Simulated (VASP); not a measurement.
Input of a VASP 6.6.1 run:

INCAR

```
SYSTEM = Ca
PREC = Accurate
ENCUT = 520
EDIFF = 1E-6
ISMEAR = -1
SIGMA = 0.2
LREAL = .False.
LASPH = .True.
NELM = 60
ALGO = Normal
ISIF = 2
LWAVE = .False.
LCHARG = .True.
GGA = PS
LELF = .True.
LVHAR = .True.
NBANDS = 11
```

Contents of KPOINTS:

```
Automatic mesh
0
Gamma
  7 7 7
  0 0 0
```

POSCAR

```
Ca
1.0
   -2.2052050000      2.2052050000      2.1961150000
    2.2052050000     -2.2052050000      2.1961150000
    2.2052050000      2.2052050000     -2.1961150000
Ca
1
Direct
    0.5000000000      0.5000000000      0.0000000000
```

Potentials or basis: VASP PAW PBE potentials, release 64 (Ca_sv).

Command:

```sh
$ cat potpaw_PBE.64/Ca_sv/POTCAR > POTCAR
$ mpirun -np 1 vasp_std > vasp.out
```

**Question.** Estimate the band gap on the k mesh.

**Answer.** Zero (band 5 reaches 2.13 eV, above the bottom of band 6 at 1.87 eV).

**Question.** Predict the pressure.

**Answer.** -0.8 GPa.

Caveat: the PAW data sets were made with another functional, which shifts forces and pressure a little.
